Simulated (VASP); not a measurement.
# Ni in VASP: notebook

Runs on Ni. Level: revPBE. Tasks: single point.

Everything below comes from runs of VASP 6.6.1. Logs are shortened: lines on timing, memory, paths and dates and some standing lists are left out, and cuts for length are marked.

**1. The cell of the first run**

The typed cell holds 2 atoms: a = 2.433 Å, b = 2.433 Å, c = 3.439 Å, α = 90.00°, β = 90.00°, γ = 90.00°.

**2. Single point, revPBE, collinear spin, ferromagnetic start (10.17 Å³/atom)**

File INCAR:

```
SYSTEM = Ni
ALGO = Normal
EDIFF = 1E-6
ENCUT = 520
GGA = RE
ISIF = 2
ISMEAR = -1
ISPIN = 2
LASPH = .True.
LCHARG = .False.
LMAXMIX = 4
LORBIT = 11
LREAL = .False.
LWAVE = .False.
MAGMOM = 0.686 0.686
NBANDS = 21
NELM = 150
PREC = Accurate
SIGMA = 0.05
```

File KPOINTS:

```
k-points
0
Gamma
  20 20 15
  0 0 0
```

File POSCAR:

```
Ni
1.0
    2.4326053169      0.0000000000      0.0000000000
    0.0000000000      2.4326053169      0.0000000000
    0.0000000000      0.0000000000      3.4386679726
Ni
2
Direct
    0.0000000000      0.0000000000      0.0000000000
    0.5000000000      0.5000000000      0.5000000000
```

Potentials or basis: VASP PAW PBE potentials, release 64 (Ni).

The run is started by

```
> cat potpaw_PBE.64/Ni/POTCAR > POTCAR
> mpirun -np 1 vasp_std > vasp.out
```

OUTCAR:

```text
SYSTEM = Ni
   EDIFF = 1E-6
   ENCUT = 520
   GGA = RE
   ISIF = 2
   ISMEAR = -1
   ISPIN = 2
   LASPH = .True.
   LORBIT = 11
   LREAL = .False.
   NELM = 150
   PREC = Accurate

 ion  position               nearest neighbor table
   1  0.000  0.000  0.000-   2 2.43   2 2.43   2 2.43   2 2.43   2 2.43   2 2.43   2 2.43   2 2.43

   2  0.500  0.500  0.500-   1 2.43   1 2.43   1 2.43   1 2.43   1 2.43   1 2.43   1 2.43   1 2.43

  LATTYP: Found a simple tetragonal cell.
 ALAT       =     2.4326053169
 C/A-ratio  =     1.4135741416

  Lattice vectors:

 A1 = (   2.4326053169,   0.0000000000,   0.0000000000)
 A2 = (   0.0000000000,   2.4326053169,   0.0000000000)
 A3 = (   0.0000000000,   0.0000000000,   3.4386679726)

Analysis of symmetry for initial positions (statically):
=====================================================================
 Subroutine PRICEL returns following result:

  LATTYP: Found a body centered tetragonal cell.
 ALAT       =     2.4326053169
 C/A-ratio  =     1.4135741416

  Lattice vectors:

 A1 = (  -1.2163026585,  -1.2163026585,  -1.7193339863)
 A2 = (   1.2163026585,   1.2163026585,  -1.7193339863)
 A3 = (   1.2163026585,  -1.2163026584,   1.7193339863)

   2 primitive cells build up your supercell.

 Routine SETGRP: Setting up the symmetry group for a
 simple tetragonal supercell.

 Subroutine GETGRP returns: Found 16 space group operations
 (whereof 16 operations were pure point group operations)
 out of a pool of 16 trial point group operations.

The static configuration has the point symmetry D_4h.

Analysis of symmetry for dynamics (positions and initial velocities):
=====================================================================
 Subroutine PRICEL returns following result:

  LATTYP: Found a body centered tetragonal cell.
 ALAT       =     2.4326053169
 C/A-ratio  =     1.4135741416

  Lattice vectors:

 A1 = (  -1.2163026585,  -1.2163026585,  -1.7193339863)
 A2 = (   1.2163026585,   1.2163026585,  -1.7193339863)
 A3 = (   1.2163026585,  -1.2163026584,   1.7193339863)

   2 primitive cells build up your supercell.

 Routine SETGRP: Setting up the symmetry group for a
 simple tetragonal supercell.

 Subroutine GETGRP returns: Found 16 space group operations
 (whereof 16 operations were pure point group operations)
 out of a pool of 16 trial point group operations.

The dynamic configuration has the point symmetry D_4h.

Analysis of structural, dynamic, and magnetic symmetry:
=====================================================================
 Subroutine PRICEL returns following result:

  LATTYP: Found a body centered tetragonal cell.
 ALAT       =     2.4326053169
 C/A-ratio  =     1.4135741416

  Lattice vectors:

 A1 = (  -1.2163026585,  -1.2163026585,  -1.7193339863)
 A2 = (   1.2163026585,   1.2163026585,  -1.7193339863)
 A3 = (   1.2163026585,  -1.2163026584,   1.7193339863)

   2 primitive cells build up your supercell.

 Routine SETGRP: Setting up the symmetry group for a
 simple tetragonal supercell.

 Subroutine GETGRP returns: Found 16 space group operations
 (whereof 16 operations were pure point group operations)
 out of a pool of 16 trial point group operations.

The overall configuration has the point symmetry D_4h.

 Subroutine INISYM returns: Found 16 space group operations
 (whereof 16 operations are pure point group operations),
 and found     2 'primitive' translations

----------------------------------------------------------------------------------------

                                     Primitive cell

  volume of cell :      10.1743

  direct lattice vectors                    reciprocal lattice vectors
    -1.216302658 -1.216302658 -1.719333986    -0.000000000 -0.411081894 -0.290810281
     1.216302658  1.216302658 -1.719333986     0.411081894  0.000000000 -0.290810281
     1.216302658 -1.216302658  1.719333986     0.411081894 -0.411081894  0.000000000

  length of vectors
     2.432055441  2.432055441  2.432055441     0.503546366  0.503546366  0.581357589

  position of ions in fractional coordinates (direct lattice)
     0.000000000  0.000000000  0.000000000

  ion indices of the primitive-cell ions
   primitive index   ion index
                 1           1

----------------------------------------------------------------------------------------

 KPOINTS: k-points

Automatic generation of k-mesh.
 Grid dimensions read from file:
 generate k-points for:   20   20   15

 Generating k-lattice:

  Cartesian coordinates                     Fractional coordinates (reciprocal lattice)
     0.020554095  0.000000000  0.000000000     0.050000000  0.000000000  0.000000000
     0.000000000  0.020554095  0.000000000     0.000000000  0.050000000  0.000000000
     0.000000000  0.000000000  0.019387352     0.000000000  0.000000000  0.066666667

  Length of vectors
     0.020554095  0.020554095  0.019387352

  Shift w.r.t. Gamma in fractional coordinates (k-lattice)
     0.000000000  0.000000000  0.000000000

 Subroutine IBZKPT returns following result:
 ===========================================

 Found    528 irreducible k-points:

 Following reciprocal coordinates:
            Coordinates               Weight
  0.000000  0.000000  0.000000      1.000000
  0.050000  0.000000  0.000000      4.000000
  0.100000  0.000000  0.000000      4.000000
  0.150000  0.000000  0.000000      4.000000
  0.200000  0.000000  0.000000      4.000000
  0.250000  0.000000  0.000000      4.000000
[... 16 lines left out ...]
  0.150000  0.100000  0.000000      8.000000
  0.200000  0.100000  0.000000      8.000000
 [... further k-points ...]
   k-points           NKPTS =    528   k-points in BZ     NKDIM =    528   number of bands    NBANDS=     21
   number of dos      NEDOS =    301   number of ions     NIONS =      2
   total plane-waves  NPLWV =   9072
   dimension x,y,z NGX =    18 NGY =   18 NGZ =   28
   dimension x,y,z NGXF=    36 NGYF=   36 NGZF=   56
   ions per type =               2
   NGX,Y,Z   is equivalent  to a cutoff of  12.30, 12.30, 13.54 a.u.
   NGXF,Y,Z  is equivalent  to a cutoff of  24.60, 24.60, 27.07 a.u.
 SYSTEM =  Ni
   PREC   = accura    normal or accurate (medium, high low for compatibility)
   ISTART =      0    job   : 0-new  1-cont  2-samecut
   ICHARG =      2    charge: 1-file 2-atom 10-const
   ISPIN  =      2    spin polarized calculation?
   LNONCOLLINEAR =      F non collinear calculations
   LSORBIT =      F    spin-orbit coupling
   LASPH  =      T    aspherical Exc in radial PAW
   ENCUT  =  520.0 eV  38.22 Ry    6.18 a.u.   4.52  4.52  6.39*2*pi/ulx,y,z
   NELM   =    150;   NELMIN=  2; NELMDL= -5     # of ELM steps
   EDIFF  = 0.1E-05   stopping-criterion for ELM
   LREAL  =      F    real-space projection
   EDIFFG = 0.1E-04   stopping-criterion for IOM
   NSW    =      0    number of steps for IOM
   IBRION =     -1    ionic relax: 0-MD 1-quasi-New 2-CG
   NFREE  =      0    steps in history (QN), initial steepest desc. (CG)
   ISIF   =      2    stress and relaxation
   ISYM   =      2    0-nonsym 1-usesym 2-fastsym
   POTIM  = 0.5000    time-step for ionic-motion
   TEBEG  =    0.0;   TEEND  =   0.0 temperature during run
   PSTRESS=    0.0 pullay stress
   NELECT =      20.0000    total number of electrons
   NUPDOWN=      -1.0000    fix difference up-down
   EMIN   =  10.00;   EMAX   =-10.00  energy-range for DOS
   EFERMI =   0.00;   METHOD = LEGACY
   ISMEAR =    -1;   SIGMA  =   0.05  broadening in eV -4-tet -1-fermi 0-gaus
   EFERMI_NEDOS =   21; number of points for ismear=-14 and -15
   IALGO  =     38    algorithm
   IMIX   =      4    mixing-type and parameters
     AMIX     =   0.40;   BMIX     =  1.00
     AMIX_MAG =   1.60;   BMIX_MAG =  1.00
  volume/ion in A,a.u.               =      10.17        68.66
  Fermi-wavevector in a.u.,A,eV,Ry     =   1.627697  3.075902 36.047256  2.649399
  Thomas-Fermi vector in A             =   2.720450
   LORBIT       =     11    0 simple, 1 ext, 2 COOP (PROOUT), +10 PAW based schemes
   GGA     = RE    functional components
   LHFCALC =     F    Hartree Fock is set to
   AEXX    =    0.0000 exact exchange contribution
   IVDW    =     0    specifies the selected vdW correction
   LEPSILON=     F    determine dielectric tensor
   LRPA    =     F    only Hartree local field effects (RPA)
 spin polarized calculation
  energy-cutoff  :      520.00
  volume of cell :       20.35
 maximum number of plane-waves:       580
   NGX =  9   NGY =  9   NGZ = 13

 number of electron      19.9999998 magnetization       1.2299426

 Free energy of the ion-electron system (eV)
  ---------------------------------------------------
  ext. energy  EPLUGINS =         0.00000000
  ---------------------------------------------------
  free energy    TOTEN  =       -10.02850598 eV

  energy without entropy =      -10.00240275  energy(sigma->0) =      -10.01545437

 E-fermi :  10.4668     XC(G=0): -13.5685

 val. band max:       10.4662405875   @ k =   0.3500   0.1500   0.3333
 cond. band min:      10.4670719085   @ k =   0.0500   0.0500   0.0000
 fundamental gap:      0.0008313210
 Fermi energy:        10.4668002630

 spin component 1

 k-point     1 :       0.0000    0.0000    0.0000
  band No.  band energies     occupation
      1       0.9908      1.00000
      2       5.3967      1.00000
      3       5.9020      1.00000
      4       7.8521      1.00000
      5       7.8521      1.00000
      6       7.8547      1.00000
[... 13 lines left out ...]
     20      39.1654      0.00000
     21      39.1719      0.00000

 k-point     2 :       0.0500    0.0000    0.0000
  band No.  band energies     occupation
      1       1.0595      1.00000
      2       5.4335      1.00000
      3       5.9263      1.00000
      4       7.8312      1.00000
      5       7.8669      1.00000
      6       7.8744      1.00000
[... 13 lines left out ...]
     20      38.6424      0.00000
     21      39.2633      0.00000
[... 487 lines left out ...]
      5       8.0998      1.00000
      6       8.1011      1.00000
[... 13 lines left out ...]
     20      36.8341      0.00000
     21      39.2920      0.00000

 k-point    24 :       0.2000    0.1000    0.0000
  band No.  band energies     occupation
      1       2.3131      1.00000
      2       6.0174      1.00000
      3       6.3701      1.00000
      4       7.4192      1.00000
      5       8.1798      1.00000
      6       8.2080      1.00000
[... 13 lines left out ...]
     20      36.7858      0.00000
     21      41.4896      0.00000

 [... further k-points ...]

 spin component 2

 k-point     1 :       0.0000    0.0000    0.0000
  band No.  band energies     occupation
      1       0.9437      1.00000
      2       5.7276      1.00000
      3       6.5107      1.00000
      4       8.6042      1.00000
      5       8.6042      1.00000
      6       8.6086      1.00000
[... 13 lines left out ...]
     20      39.1237      0.00000
     21      39.1298      0.00000

 k-point     2 :       0.0500    0.0000    0.0000
  band No.  band energies     occupation
      1       1.0125      1.00000
      2       5.7659      1.00000
      3       6.5345      1.00000
      4       8.5809      1.00000
      5       8.6198      1.00000
      6       8.6289      1.00000
[... 13 lines left out ...]
     20      38.6248      0.00000
     21      39.2217      0.00000
[... 487 lines left out ...]
      5       8.8600      1.00000
      6       8.8607      1.00000
[... 13 lines left out ...]
     20      36.7874      0.00000
     21      39.4025      0.00000

 k-point    24 :       0.2000    0.1000    0.0000
  band No.  band energies     occupation
      1       2.2705      1.00000
      2       6.3800      1.00000
      3       6.9609      1.00000
      4       8.1316      1.00000
      5       8.9081      1.00000
      6       8.9187      1.00000
[... 13 lines left out ...]
     20      36.7424      0.00000
     21      41.5857      0.00000

 [... further k-points ...]

------------------------ aborting loop because EDIFF is reached ----------------------------------------

  FORCE on cell =-STRESS in cart. coord.  units (eV):
  Direction    XX          YY          ZZ          XY          YZ          ZX
  --------------------------------------------------------------------------------------
  -------------------------------------------------------------------------------------
  Total        2.5759610      2.5759610      2.5709235      0.0000000      0.0000000      0.0000000
  in kB      202.8225911    202.8225911    202.4259487      0.0000000      0.0000000      0.0000000
  external PRESSURE =     202.6903769 kB  Pullay stress =       0.0000000 kB

 VOLUME and BASIS-vectors are now :
 -----------------------------------------------------------------------------
  energy-cutoff  :      520.00
  volume of cell :       20.35
      direct lattice vectors                 reciprocal lattice vectors
     2.432605317  0.000000000  0.000000000     0.411081894  0.000000000  0.000000000
     0.000000000  2.432605317  0.000000000     0.000000000  0.411081894  0.000000000
     0.000000000  0.000000000  3.438667973     0.000000000  0.000000000  0.290810281

 POSITION                                       TOTAL-FORCE (eV/Angst)
 -----------------------------------------------------------------------------------
      0.00000      0.00000      0.00000         0.000000      0.000000     -0.000000
      1.21630      1.21630      1.71933        -0.000000     -0.000000      0.000000
 -----------------------------------------------------------------------------------
    total drift:                                0.000000     -0.000000     -0.000000

  FREE ENERGIE OF THE ION-ELECTRON SYSTEM (eV)
  ---------------------------------------------------
  free  energy   TOTEN  =       -10.0285059845 eV

  energy  without entropy=      -10.0024027509  energy(sigma->0) =      -10.01545437

 total charge

# of ion       s       p       d       tot
------------------------------------------
    1        0.527   0.560   8.346   9.433
    2        0.527   0.560   8.346   9.433
--------------------------------------------------
tot          1.054   1.121  16.692  18.866

 magnetization (x)

# of ion       s       p       d       tot
------------------------------------------
    1       -0.007  -0.027   0.655   0.621
    2       -0.007  -0.027   0.655   0.621
--------------------------------------------------
tot         -0.014  -0.053   1.309   1.242
```

It took 3.4 min on 1 thread of Intel Xeon Platinum 8488C (Sapphire Rapids), shared host; peak memory 0.39 GiB.

Results:

- Free energy: -10.0285 eV
- Pressure: 20.3 GPa
- Net moment: 1.23 μB per cell
- Site moments: Ni +0.62 μB
- Valence electrons inside the program's atomic spheres: Ni 9.43

Caveat: the cell stands under pressure; the PAW data sets were made with another functional, which shifts forces and pressure a little.

**3. Single point, revPBE, collinear spin, ferromagnetic start (11.57 Å³/atom)**

File INCAR:

```
SYSTEM = Ni
  ALGO = Normal
  EDIFF = 1E-6
  ENCUT = 520
  GGA = RE
  ISIF = 2
  ISMEAR = -1
  ISPIN = 2
  LASPH = .TRUE.
  LCHARG = .FALSE.
  LMAXMIX = 4
  LORBIT = 11
  LREAL = .FALSE.
  LWAVE = .FALSE.
  MAGMOM = 0.685
  NBANDS = 15
  NELM = 150
  PREC = Accurate
  SIGMA = 0.05
```

File KPOINTS:

```
k-points
0
G
  25 25 25
  0 0 0
```

File POSCAR:

```
Ni
1.0
    0.0000000000      1.7951496909      1.7951496909
    1.7951496909      0.0000000000      1.7951496909
    1.7951496909      1.7951496909      0.0000000000
Ni
1
Direct
    0.0000000000      0.0000000000      0.0000000000
```

Potentials or basis: VASP PAW PBE potentials, release 64 (Ni).

The run is started by

```
> cat potpaw_PBE.64/Ni/POTCAR > POTCAR
> mpirun -np 1 vasp_std > vasp.out
```

Run time: 63 s. Hardware: 1 thread of Intel Xeon 6975P-C (Granite Rapids), shared host; peak memory 0.23 GiB.

It converged, with:

```
Free energy                                           : -5.0600 eV
Pressure                                              : -6.4 GPa
Net moment                                            : 0.64 μB per cell
Site moments                                          : Ni +0.66 μB
Valence electrons inside the program's atomic spheres : Ni 9.20
```

Levels at points of the mesh, in eV from the Fermi level:
Spin up:
```tsv
k point	band 1	band 2	band 3	band 4	band 5	band 6	band 7	band 8	band 9	band 10
(0.00, 0.00, 0.00)	-8.58	-2.31	-2.31	-2.31	-1.23	-1.23	23.17	26.60	26.60	26.60
```
Spin down:
```tsv
k point	band 3	band 4	band 5	band 6	band 7	band 8
(0.00, 0.00, 0.00)	-1.52	-1.52	-0.62	-0.62	22.96	26.56
```

Caveat: the cell stands under tension; the PAW data sets were made with another functional, which shifts forces and pressure a little.

**4. Single point, revPBE, non-collinear spin, typed start, spin-orbit coupling**

This run uses another cell than the first one: it holds 1 atom, not 2.

File INCAR:

```
SYSTEM = Ni
ALGO = Normal
EDIFF = 1E-6
ENCUT = 520
GGA = RE
GGA_COMPAT = .FALSE.
ISIF = 2
ISMEAR = -1
LASPH = .TRUE.
LCHARG = .FALSE.
LMAXMIX = 4
LNONCOLLINEAR = .TRUE.
LORBIT = 11
LORBMOM = .TRUE.
LREAL = .FALSE.
LSORBIT = .TRUE.
LWAVE = .FALSE.
MAGMOM = 0 0 0.685
NBANDS = 21
NELM = 150
PREC = Accurate
SIGMA = 0.05
```

File KPOINTS:

```
k-points
0
G
  15 15 15
  0 0 0
```

File POSCAR:

```
Ni
1.0
    0.0000000000      1.7718334194      1.7718334194
    1.7718334194      0.0000000000      1.7718334194
    1.7718334194      1.7718334194      0.0000000000
Ni
1
Direct
    0.0000000000      0.0000000000      0.0000000000
```

The run is started by

```
> cat potpaw_PBE.64/Ni/POTCAR > POTCAR
> mpirun -np 1 vasp_ncl > vasp.out
```

It took 3.6 min on 1 thread of Intel Xeon 6975P-C (Granite Rapids), shared host; peak memory 0.28 GiB.

The run converged. Its results:

| Item | Value |
| --- | --- |
| Free energy | -5.0800 eV |
| Pressure | 0.2 GPa |
| Net moment | 0.65 μB per cell |
| Valence electrons inside the program's atomic spheres | Ni 9.27 |

Moments on the atoms (μB; x, y, z):
```
Ni  0.00 0.00 0.66
```

Caveat: the PAW data sets were made with another functional, which shifts forces and pressure a little.

**5. Single point, revPBE, collinear spin, ferromagnetic start (12.01 Å³/atom)**

File INCAR:

```
SYSTEM = Ni
PREC = Accurate ; ENCUT = 520
EDIFF = 1E-6 ; ISMEAR = -1
SIGMA = 0.05 ; LREAL = .FALSE.
LASPH = .TRUE. ; NELM = 150
ALGO = Normal ; ISIF = 2
LWAVE = .FALSE. ; LCHARG = .TRUE.
ISPIN = 2 ; MAGMOM = 0.685
LORBIT = 11 ; LMAXMIX = 4
GGA = RE ; LELF = .TRUE.
LVHAR = .TRUE. ; NBANDS = 15
```

File KPOINTS:

```
Automatic mesh
0
G
  25 25 25
  0 0 0
```

File POSCAR:

```
Ni
1.0
    0.0000000000      1.8178755172      1.8178755172
    1.8178755172      0.0000000000      1.8178755172
    1.8178755172      1.8178755172      0.0000000000
Ni
1
Direct
    0.0000000000      0.0000000000      0.0000000000
```

The run is started by

```
> cat potpaw_PBE.64/Ni/POTCAR > POTCAR
> mpirun -np 1 vasp_std > vasp.out
```

Wall time 65 s (1 thread of Intel Xeon 6975P-C (Granite Rapids), shared host); peak memory 0.23 GiB.

The run converged. Its results:

```yaml
Free_energy: -5.0349 eV
Pressure: -11.4 GPa
Net_moment: 0.65 μB per cell
Site_moments: Ni +0.68 μB
Valence_electrons_inside_the_program's_atomic_spheres: Ni 9.14
```

Levels at points of the mesh, in eV from the Fermi level:
Spin up:
| k point | band 2 | band 3 | band 4 | band 5 | band 6 | band 7 | band 8 | band 9 |
| --- | --- | --- | --- | --- | --- | --- | --- | --- |
| (0.00, 0.00, 0.00) | -2.24 | -2.24 | -2.24 | -1.21 | -1.21 | 22.84 | 25.99 | 25.99 |
Spin down:
```tsv
k point	band 1	band 2	band 3	band 4	band 5	band 6	band 7	band 8	band 9	band 10
(0.00, 0.00, 0.00)	-8.40	-1.43	-1.43	-1.43	-0.59	-0.59	22.62	25.95	25.95	25.95
```

Caveat: the cell stands under tension; the PAW data sets were made with another functional, which shifts forces and pressure a little.

(Part 1 of 2 ends here.)
